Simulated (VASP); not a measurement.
# Ce (Fm-3m) in VASP: a series of runs, part 2 of 2

VASP 6.6.1. The steps go on from the part before.

## (3) Single point, r2SCAN (volume scaled by 1.040)

Input file POSCAR:

```
Ce
1.0
    0.0000000000      2.3618770844      2.3618770844
    2.3618770844      0.0000000000      2.3618770844
    2.3618770844      2.3618770844      0.0000000000
Ce
1
Direct
    0.0000000000      0.0000000000      0.0000000000
```

Input file INCAR.step1:

```
SYSTEM = Ce
ALGO     = Normal         ! electronic algorithm
EDIFF    = 1E-4           ! SCF threshold, eV
ENCUT    = 520            ! plane-wave cutoff, eV
GGA      = PE             ! functional
ISMEAR   = 0              ! smearing method
LASPH    = .TRUE.         ! aspherical terms in the spheres
LCHARG   = .FALSE.        ! write CHGCAR
LREAL    = .FALSE.        ! projectors in reciprocal space
LWAVE    = .TRUE.         ! write WAVECAR
NBANDS   = 12             ! bands
NELM     = 80             ! most SCF steps
PREC     = Accurate       ! precision mode
SIGMA    = 0.05           ! smearing width, eV
```

Input file INCAR.step2:

```
SYSTEM = Ce
ALGO     = Normal         ! electronic algorithm
EDIFF    = 1E-7           ! SCF threshold, eV
ENCUT    = 520            ! plane-wave cutoff, eV
ISIF     = 2              ! what is computed and relaxed
ISMEAR   = 0              ! smearing method
ISTART   = 1            
LASPH    = .TRUE.         ! aspherical terms in the spheres
LCHARG   = .FALSE.        ! write CHGCAR
LMIXTAU  = .TRUE.       
LREAL    = .FALSE.        ! projectors in reciprocal space
LWAVE    = .FALSE.        ! write WAVECAR
METAGGA  = R2SCAN         ! meta-GGA
NBANDS   = 12             ! bands
NELM     = 80             ! most SCF steps
PREC     = Accurate       ! precision mode
SIGMA    = 0.05           ! smearing width, eV
```

Input file KPOINTS:

```
k-points
0
G
  16 16 16
  0 0 0
```

Potentials or basis: VASP PAW PBE potentials, release 64 (Ce).

Launch:

```bash
$ cat potpaw_PBE.64/Ce/POTCAR > POTCAR
$ cp INCAR.step1 INCAR
$ mpirun -np 1 vasp_std > vasp.out
$ cp INCAR.step2 INCAR
$ mpirun -np 1 vasp_std > vasp.out
```

OUTCAR:

```text
SYSTEM = Ce
   EDIFF = 1E-7
   ENCUT = 520
   ISIF = 2
   ISMEAR = 0
   ISTART = 1
   LASPH = .TRUE.
   LREAL = .FALSE.
   METAGGA = R2SCAN
   NELM = 80
   PREC = Accurate

 ion  position               nearest neighbor table
   1  0.000  0.000  0.000-

  LATTYP: Found a face centered cubic cell.
 ALAT       =     4.7237541688

  Lattice vectors:

 A1 = (   0.0000000000,   2.3618770844,   2.3618770844)
 A2 = (   2.3618770844,   0.0000000000,   2.3618770844)
 A3 = (   2.3618770844,   2.3618770844,   0.0000000000)

Analysis of symmetry for initial positions (statically):
=====================================================================
 Subroutine PRICEL returns:
 Original cell was already a primitive cell.

 Routine SETGRP: Setting up the symmetry group for a
 face centered cubic supercell.

 Subroutine GETGRP returns: Found 48 space group operations
 (whereof 48 operations were pure point group operations)
 out of a pool of 48 trial point group operations.

The static configuration has the point symmetry O_h .

[... 167 lines left out ...]
  band No.  band energies     occupation
      1     -26.5224      2.00000
      2      -7.1610      2.00000
      3      -7.1610      2.00000
      4      -7.1610      2.00000
      5       6.6987      2.00000
      6       9.3003      2.00000
      7      10.0480      0.00000
      8      10.0480      0.00000
      9      10.0480      0.00000
     10      10.9944      0.00000
     11      10.9944      0.00000
     12      10.9944      0.00000
[... 331 lines left out ...]
 k-point    24 :      -0.0625    0.0625    0.0000
  band No.  band energies     occupation
      1     -26.4686      2.00000
      2      -7.4863      2.00000
      3      -7.2518      2.00000
      4      -7.1766      2.00000
      5       7.1739      2.00000
      6       9.1700      2.00000
      7       9.9924      0.00000
      8      10.0586      0.00000
      9      10.0819      0.00000
     10      10.7464      0.00000
     11      10.7570      0.00000
     12      10.9784      0.00000

 [... further k-points ...]

------------------------ aborting loop because EDIFF is reached ----------------------------------------

  FORCE on cell =-STRESS in cart. coord.  units (eV):
  Direction    XX          YY          ZZ          XY          YZ          ZX
  --------------------------------------------------------------------------------------
  -------------------------------------------------------------------------------------
  Total       -0.2980591     -0.2980591     -0.2980591     -0.0000000      0.0000000      0.0000000
  in kB      -18.1222097    -18.1222097    -18.1222097     -0.0000000      0.0000000      0.0000000
  external PRESSURE =     -18.1222097 kB  Pullay stress =       0.0000000 kB

 VOLUME and BASIS-vectors are now :
 -----------------------------------------------------------------------------
  energy-cutoff  :      520.00
  volume of cell :       26.35
      direct lattice vectors                 reciprocal lattice vectors
     0.000000000  2.361877084  2.361877084    -0.211696029  0.211696029  0.211696029
     2.361877084  0.000000000  2.361877084     0.211696029 -0.211696029  0.211696029
     2.361877084  2.361877084  0.000000000     0.211696029  0.211696029 -0.211696029

 POSITION                                       TOTAL-FORCE (eV/Angst)
 -----------------------------------------------------------------------------------
      0.00000      0.00000      0.00000         0.000000      0.000000      0.000000
 -----------------------------------------------------------------------------------
    total drift:                                0.000000     -0.000000     -0.000000

  FREE ENERGIE OF THE ION-ELECTRON SYSTEM (eV)
  ---------------------------------------------------
  free  energy   TOTEN  =       -30.8280938342 eV

  energy  without entropy=      -30.8249547733  energy(sigma->0) =      -30.82652430
```

OUTCAR.step1:

```text
SYSTEM = Ce
   EDIFF = 1E-4
   ENCUT = 520
   GGA = PE
   ISMEAR = 0
   LASPH = .TRUE.
[... 578 lines left out ...]
 -----------------------------------------------------------------------------------
      0.00000      0.00000      0.00000        -0.000000     -0.000000      0.000000
 -----------------------------------------------------------------------------------
    total drift:                                0.000000     -0.000000      0.000000

  FREE ENERGIE OF THE ION-ELECTRON SYSTEM (eV)
  ---------------------------------------------------
  free  energy   TOTEN  =        -5.9330334272 eV

  energy  without entropy=       -5.9297608200  energy(sigma->0) =       -5.93139712
```

Run time: 4.6 min. Hardware: 1 thread of Intel Xeon 6975P-C, shared host; peak memory 0.22 GiB.

What came out:

| Item | Value |
| --- | --- |
| Free energy | -30.8281 eV |
| Pressure | -1.8 GPa |
| Band gap on the k mesh | zero (band 6 reaches 9.91 eV, above the bottom of band 7 at 9.44 eV) |

Caveat: the PAW data sets were made with another functional, which shifts forces and pressure a little; spin-orbit coupling is left out, which moves the levels of the heavy elements. Spin polarisation is off, so any magnetic state and its effect on volume and gap are missing.
